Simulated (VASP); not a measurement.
Crystal: ScAl.

```xyz
2
Lattice="3.3703 0.0000 0.0000 0.0000 3.3703 0.0000 0.0000 0.0000 3.3703" Properties=species:S:1:pos:R:3 pbc="T T T"
Sc    1.6852    1.6852    1.6852
Al    0.0000    0.0000    0.0000
```

```yaml
Program: VASP 6.6.1
Task: relaxation of cell and atoms
Functional: PBEsol
Potentials_or_basis: VASP PAW PBE potentials, release 64 (Sc_sv, Al)
Cutoff: 600 eV
k_mesh: 12 × 12 × 12
Occupations: gaussian, width 0.1 eV
Spin: no spin polarisation
```

At the start: pressure -1.7 GPa; volume 19.14 Å³/atom.

Q: Where does the relaxation end?

A: Over 3 steps the energy falls by 2.1 meV/atom and the volume is 18.74 Å³/atom (-2.1 %); space group Pm-3m (No. 221, to 0.05 Å).

The path:
```
step  energy change (eV)  largest force (eV/Å)  pressure (GPa)  volume (Å³)
   1              0.0000                0.0000           -1.65        38.28
   2             -0.0037                0.0000            0.62        37.20
   3             -0.0042                0.0000            0.01        37.48
```

Final structure:
```
Sc Al
1.0
     3.34653    0.00000    0.00000
     0.00000    3.34653    0.00000
     0.00000    0.00000    3.34653
Sc Al
1 1
Direct
  0.50000 0.50000 0.50000
  0.00000 0.00000 0.00000
```

Caveat: the PAW data sets were made with another functional, which shifts forces and pressure a little.
